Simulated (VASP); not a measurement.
Cu: single point with LDA

The system is Cu.

```
CELL_PARAMETERS angstrom
-1.44279 1.44279 1.37608
1.44279 -1.44279 1.37608
1.44279 1.44279 -1.37608
ATOMIC_POSITIONS crystal
Cu 0.00000 0.00000 0.00000
```

```yaml
Program: VASP 6.6.1
Task: single point
Functional: LDA
Potentials_or_basis: VASP PAW LDA potentials, release 64 (Cu)
Cutoff: 520 eV
k_mesh: 13 × 13 × 13
Occupations: fermi-dirac, width 0.05 eV
Spin: no spin polarisation
Dipole_correction: no
Further_INCAR_settings: ALGO = Fast; EDIFF = 1e-06; NBANDS = 12
```

```
Pressure : -6.8 GPa
```

Stress tensor (GPa, compression positive):
```
-6.65  0.00  0.00
 0.00 -6.65  0.00
 0.00  0.00 -7.04
```

Levels at points of the mesh, in eV from the Fermi level:
| k point | band 4 | band 5 | band 6 | band 7 | band 8 | band 9 |
| --- | --- | --- | --- | --- | --- | --- |
| (0.00, 0.00, 0.00) | -3.12 | -2.23 | -2.02 | 24.99 | 24.99 | 26.24 |

It took 32 s on 1 thread of Intel Xeon 8259CL (shared host), peak memory 0.13 GiB.
